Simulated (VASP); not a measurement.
# Ga (Cmce) in VASP: single point with BLYP

Aim: the single point of Ga with BLYP.

Everything below comes from runs of VASP 6.6.1. Logs are shortened: lines on timing, memory, paths and dates and some standing lists are left out, and cuts for length are marked.

## 1. The cell of the first run

Symmetry: Cmce, No. 64, orthorhombic system. Conventional cell: a = 4.873 Å, b = 7.947 Å, c = 4.681 Å, α = 90.00°, β = 90.00°, γ = 90.00°. Ga (site symmetry m) has 7 Ga at 2.62 to 2.95 Å within 3.5 Å.

## 2. Single point, BLYP

INCAR reads:

```
PREC = Accurate
ENCUT = 520
EDIFF = 1E-6
ISMEAR = -1
SIGMA = 0.1
LREAL = False
LASPH = True
NELM = 100
ALGO = Normal
ISIF = 2
LWAVE = False
LCHARG = False
GGA = B5
ALDAX = 1.0
AGGAX = 1.0
AGGAC = 1.0
ALDAC = 0.0
NBANDS = 34
```

KPOINTS reads:

```
regular mesh
0
Gamma
  4 4 4
```

POSCAR reads:

```
Ga
1.0
    2.4364957157     -3.9734085386      0.0000000000
    2.4364957157      3.9734085386      0.0000000000
    0.0000000000      0.0000000000      4.6811933843
Ga
4
Direct
    0.8425682566      0.1574317434      0.0838959432
    0.6574317434      0.3425682566      0.5838959432
    0.1574317434      0.8425682566      0.9161040568
    0.3425682566      0.6574317434      0.4161040568
```

Potentials or basis: VASP PAW PBE potentials, release 64 (Ga_d).

Command:

```sh
$ cat potpaw_PBE.64/Ga_d/POTCAR > POTCAR
$ mpirun -np 1 vasp_std > vasp.out
```

OUTCAR:

```text
PREC = Accurate
   ENCUT = 520
   EDIFF = 1E-6
   ISMEAR = -1
   LREAL = False
   LASPH = True
   NELM = 100
   ISIF = 2
   GGA = B5

 ion  position               nearest neighbor table
   1  0.843  0.157  0.084-   3 2.62   2 2.76   2 2.76   4 2.89   4 2.89
   2  0.657  0.343  0.584-   4 2.62   1 2.76   1 2.76   3 2.89   3 2.89
   3  0.157  0.843  0.916-   1 2.62   4 2.76   4 2.76   2 2.89   2 2.89
   4  0.343  0.657  0.416-   2 2.62   3 2.76   3 2.76   1 2.89   1 2.89

  LATTYP: Found a base centered orthorhombic cell.
 ALAT       =     4.8729914314
 B/A-ratio  =     1.6307882312
 C/A-ratio  =     0.9606405942

  Lattice vectors:

 A1 = (   2.4364957157,  -3.9734085386,   0.0000000000)
 A2 = (   2.4364957157,   3.9734085386,   0.0000000000)
 A3 = (   0.0000000000,   0.0000000000,   4.6811933843)

Analysis of symmetry for initial positions (statically):
=====================================================================
 Subroutine PRICEL returns:
 Original cell was already a primitive cell.

 Routine SETGRP: Setting up the symmetry group for a
 base centered orthorhombic supercell.

 Subroutine GETGRP returns: Found  8 space group operations
 (whereof  4 operations were pure point group operations)
 out of a pool of  8 trial point group operations.

The static configuration has the point symmetry C_2h.
 The point group associated with its full space group is D_2h.

Analysis of symmetry for dynamics (positions and initial velocities):
=====================================================================
 Subroutine PRICEL returns:
 Original cell was already a primitive cell.

 Routine SETGRP: Setting up the symmetry group for a
 base centered orthorhombic supercell.

 Subroutine GETGRP returns: Found  8 space group operations
 (whereof  4 operations were pure point group operations)
 out of a pool of  8 trial point group operations.

The dynamic configuration has the point symmetry C_2h.
 The point group associated with its full space group is D_2h.

 Subroutine INISYM returns: Found  8 space group operations
 (whereof  4 operations are pure point group operations),
 and found     1 'primitive' translations

----------------------------------------------------------------------------------------

                                     Primitive cell

  volume of cell :      90.6391

  direct lattice vectors                    reciprocal lattice vectors
     2.436495716 -3.973408539  0.000000000     0.205212756 -0.125836544  0.000000000
     2.436495716  3.973408539  0.000000000     0.205212756  0.125836544  0.000000000
     0.000000000  0.000000000  4.681193384     0.000000000  0.000000000  0.213620741

  length of vectors
     4.660953420  4.660953420  4.681193384     0.240722062  0.240722062  0.213620741

  position of ions in fractional coordinates (direct lattice)
     0.842568257  0.157431743  0.083895943
     0.657431743  0.342568257  0.583895943
     0.157431743  0.842568257  0.916104057
     0.342568257  0.657431743  0.416104057

  ion indices of the primitive-cell ions
   primitive index   ion index
                 1           1
                 2           2
                 3           3
                 4           4

----------------------------------------------------------------------------------------

 KPOINTS: regular mesh

Automatic generation of k-mesh.
 Grid dimensions read from file:
 generate k-points for:    4    4    4

 Generating k-lattice:

  Cartesian coordinates                     Fractional coordinates (reciprocal lattice)
     0.051303189 -0.031459136  0.000000000     0.250000000  0.000000000  0.000000000
     0.051303189  0.031459136  0.000000000     0.000000000  0.250000000  0.000000000
     0.000000000  0.000000000  0.053405185     0.000000000  0.000000000  0.250000000

  Length of vectors
     0.060180515  0.060180515  0.053405185

  Shift w.r.t. Gamma in fractional coordinates (k-lattice)
     0.000000000  0.000000000  0.000000000

 Subroutine IBZKPT returns following result:
 ===========================================

 Found     21 irreducible k-points:

 Following reciprocal coordinates:
            Coordinates               Weight
  0.000000  0.000000  0.000000      1.000000
  0.250000 -0.000000  0.000000      4.000000
  0.500000 -0.000000  0.000000      2.000000
  0.250000  0.250000  0.000000      2.000000
  0.500000  0.250000  0.000000      4.000000
 -0.250000  0.250000  0.000000      2.000000
[... 13 lines left out ...]
 -0.250000  0.250000  0.500000      2.000000
  0.500000  0.500000  0.500000      1.000000
   k-points           NKPTS =     21   k-points in BZ     NKDIM =     21   number of bands    NBANDS=     34
   number of dos      NEDOS =    301   number of ions     NIONS =      4
   total plane-waves  NPLWV =  46656
   dimension x,y,z NGX =    36 NGY =   36 NGZ =   36
   dimension x,y,z NGXF=    72 NGYF=   72 NGZF=   72
   ions per type =               4
   NGX,Y,Z   is equivalent  to a cutoff of  12.84, 12.84, 12.78 a.u.
   NGXF,Y,Z  is equivalent  to a cutoff of  25.68, 25.68, 25.57 a.u.
 SYSTEM =  unknown system
   PREC   = accura    normal or accurate (medium, high low for compatibility)
   ISTART =      0    job   : 0-new  1-cont  2-samecut
   ICHARG =      2    charge: 1-file 2-atom 10-const
   ISPIN  =      1    spin polarized calculation?
   LNONCOLLINEAR =      F non collinear calculations
   LSORBIT =      F    spin-orbit coupling
   LASPH  =      T    aspherical Exc in radial PAW
   ENCUT  =  520.0 eV  38.22 Ry    6.18 a.u.   8.67  8.67  8.70*2*pi/ulx,y,z
   NELM   =    100;   NELMIN=  2; NELMDL= -5     # of ELM steps
   EDIFF  = 0.1E-05   stopping-criterion for ELM
   LREAL  =      F    real-space projection
   EDIFFG = 0.1E-04   stopping-criterion for IOM
   NSW    =      0    number of steps for IOM
   IBRION =     -1    ionic relax: 0-MD 1-quasi-New 2-CG
   NFREE  =      0    steps in history (QN), initial steepest desc. (CG)
   ISIF   =      2    stress and relaxation
   ISYM   =      2    0-nonsym 1-usesym 2-fastsym
   POTIM  = 0.5000    time-step for ionic-motion
   TEBEG  =    0.0;   TEEND  =   0.0 temperature during run
   PSTRESS=    0.0 pullay stress
   NELECT =      52.0000    total number of electrons
   NUPDOWN=      -1.0000    fix difference up-down
   EMIN   =  10.00;   EMAX   =-10.00  energy-range for DOS
   EFERMI =   0.00;   METHOD = LEGACY
   ISMEAR =    -1;   SIGMA  =   0.10  broadening in eV -4-tet -1-fermi 0-gaus
   EFERMI_NEDOS =   21; number of points for ismear=-14 and -15
   IALGO  =     38    algorithm
   IMIX   =      4    mixing-type and parameters
     AMIX     =   0.40;   BMIX     =  1.00
     AMIX_MAG =   1.60;   BMIX_MAG =  1.00
  volume/ion in A,a.u.               =      22.66       152.92
  Fermi-wavevector in a.u.,A,eV,Ry     =   1.360309  2.570611 25.176760  1.850440
  Thomas-Fermi vector in A             =   2.486982
   LORBIT       =      0    0 simple, 1 ext, 2 COOP (PROOUT), +10 PAW based schemes
   GGA     = B5    functional components
   LHFCALC =     F    Hartree Fock is set to
   AEXX    =    0.0000 exact exchange contribution
   IVDW    =     0    specifies the selected vdW correction
   LEPSILON=     F    determine dielectric tensor
   LRPA    =     F    only Hartree local field effects (RPA)
 non-spin polarized calculation
  energy-cutoff  :      520.00
  volume of cell :       90.64
 maximum number of plane-waves:      2467
 NGX is ok and might be reduce to    36
   NGX = 17   NGY = 17   NGZ = 17

 number of electron      52.0000000 magnetization

 Free energy of the ion-electron system (eV)
  ---------------------------------------------------
  ext. energy  EPLUGINS =         0.00000000
  ---------------------------------------------------
  free energy    TOTEN  =        -8.92166267 eV

  energy without entropy =       -8.89379588  energy(sigma->0) =       -8.90772927

 E-fermi :   4.2074     XC(G=0):  -9.3772

 val. band max:        4.1111728216   @ k =   0.0000   0.0000   0.2500
 cond. band min:       4.2925440085   @ k =   0.0000   0.0000   0.5000
 fundamental gap:      0.1813711869
 Fermi energy:         4.2074305625

 k-point     1 :       0.0000    0.0000    0.0000
  band No.  band energies     occupation
      1     -10.7707      2.00000
      2     -10.7652      2.00000
      3     -10.7633      2.00000
      4     -10.7471      2.00000
      5     -10.7034      2.00000
      6     -10.6997      2.00000
[... 26 lines left out ...]
     33      10.7317      0.00000
     34      10.9215      0.00000

 k-point     2 :       0.2500   -0.0000    0.0000
  band No.  band energies     occupation
      1     -10.7716      2.00000
      2     -10.7637      2.00000
      3     -10.7596      2.00000
      4     -10.7527      2.00000
      5     -10.7074      2.00000
      6     -10.6873      2.00000
[... 26 lines left out ...]
     33       9.9465      0.00000
     34      10.8879      0.00000

 k-point     3 :       0.5000   -0.0000    0.0000
  band No.  band energies     occupation
      1     -10.7744      2.00000
      2     -10.7744      2.00000
      3     -10.7394      2.00000
      4     -10.7394      2.00000
      5     -10.7202      2.00000
      6     -10.7202      2.00000
[... 26 lines left out ...]
     33      10.4123      0.00000
     34      10.4123      0.00000
[... 593 lines left out ...]
 k-point    20 :      -0.2500    0.2500    0.5000
  band No.  band energies     occupation
      1     -10.7809      2.00000
      2     -10.7809      2.00000
      3     -10.7395      2.00000
      4     -10.7395      2.00000
      5     -10.7124      2.00000
      6     -10.7124      2.00000
[... 26 lines left out ...]
     33      11.0563      0.00000
     34      11.0563      0.00000

 k-point    21 :       0.5000    0.5000    0.5000
  band No.  band energies     occupation
      1     -10.7975      2.00000
      2     -10.7975      2.00000
      3     -10.7301      2.00000
      4     -10.7301      2.00000
      5     -10.7162      2.00000
      6     -10.7162      2.00000
[... 26 lines left out ...]
     33      12.3702      0.00000
     34      12.3702      0.00000

------------------------ aborting loop because EDIFF is reached ----------------------------------------

  FORCE on cell =-STRESS in cart. coord.  units (eV):
  Direction    XX          YY          ZZ          XY          YZ          ZX
  --------------------------------------------------------------------------------------
  -------------------------------------------------------------------------------------
  Total       -0.6765908     -0.0240807      0.3491049      0.0000000      0.0000000      0.0000000
  in kB      -11.9597262     -0.4256617      6.1709360      0.0000000      0.0000000      0.0000000
  external PRESSURE =      -2.0714839 kB  Pullay stress =       0.0000000 kB

 VOLUME and BASIS-vectors are now :
 -----------------------------------------------------------------------------
  energy-cutoff  :      520.00
  volume of cell :       90.64
      direct lattice vectors                 reciprocal lattice vectors
     2.436495716 -3.973408539  0.000000000     0.205212756 -0.125836544  0.000000000
     2.436495716  3.973408539  0.000000000     0.205212756  0.125836544  0.000000000
     0.000000000  0.000000000  4.681193384     0.000000000  0.000000000  0.213620741

 POSITION                                       TOTAL-FORCE (eV/Angst)
 -----------------------------------------------------------------------------------
      2.43650     -2.72233      0.39273         0.000000      0.082610      0.008537
      2.43650     -1.25108      2.73333         0.000000     -0.082610      0.008537
      2.43650      2.72233      4.28846         0.000000     -0.082610     -0.008537
      2.43650      1.25108      1.94786         0.000000      0.082610     -0.008537
 -----------------------------------------------------------------------------------
    total drift:                                0.000000      0.000000      0.000000

  FREE ENERGIE OF THE ION-ELECTRON SYSTEM (eV)
  ---------------------------------------------------
  free  energy   TOTEN  =        -8.9216626651 eV

  energy  without entropy=       -8.8937958825  energy(sigma->0) =       -8.90772927
```

Run time: 56 s. Hardware: 1 thread of Intel Xeon Platinum 8488C (Sapphire Rapids), shared host; peak memory 0.21 GiB.

Results:

```yaml
Free_energy: -8.9217 eV
Pressure: -0.2 GPa
Largest_force: 0.083 eV/Å
Band_gap_on_the_k_mesh: zero (band 26 reaches 4.60 eV, above the bottom of band 27 at 3.24 eV)
```

Forces in eV/Å, atoms in the order of the input:
```
Ga   0.000  0.083  0.009
Ga   0.000 -0.083  0.009
Ga   0.000 -0.083 -0.009
Ga   0.000  0.083 -0.009
```

Caveat: the k points lie up to 0.38 Å⁻¹ apart; the PAW data sets were made with another functional, which shifts forces and pressure a little.
